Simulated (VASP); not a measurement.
A run of VASP 6.6.1 is set up as follows.

The input INCAR:

```
PREC = Accurate
ENCUT = 520
EDIFF = 1E-6
ISMEAR = 0
SIGMA = 0.1
LREAL = False
LASPH = True
NELM = 100
ALGO = Normal
ISIF = 2
LWAVE = False
LCHARG = False
GGA = PE
NBANDS = 42
```

Contents of KPOINTS:

```
Automatic mesh
0
Gamma
  3 3 4
```

File POSCAR:

```
Hf2ScHg3
1.0
    5.7744641400      0.0000000000      0.0000000000
   -2.8872320700      5.0008326400      0.0000000000
    0.0000000000      0.0000000000      4.5509073900
Hf Sc Hg
2 1 3
Direct
    0.6666666700      0.3333333300      0.0000000000
    0.3333333300      0.6666666700      0.0000000000
    0.0000000000      0.0000000000      0.0000000000
    0.5000000000      0.0000000000      0.5000000000
    0.5000000000      0.5000000000      0.5000000000
    0.0000000000      0.5000000000      0.5000000000
```

Potentials or basis: VASP PAW PBE potentials, release 64 (Hf_pv, Sc_sv, Hg).

Launch:

```sh
$ cat potpaw_PBE.64/Hf_pv/POTCAR potpaw_PBE.64/Sc_sv/POTCAR potpaw_PBE.64/Hg/POTCAR > POTCAR
$ mpirun -np 1 vasp_std > vasp.out
```

**Question.** What does it give for the pressure?

**Answer.** 12.6 GPa.

Stress tensor (GPa, compression positive):
```
 7.75  0.00  0.00
 0.00  7.75  0.00
 0.00  0.00 22.33
```

Caveat: the k points lie up to 0.42 Å⁻¹ apart.
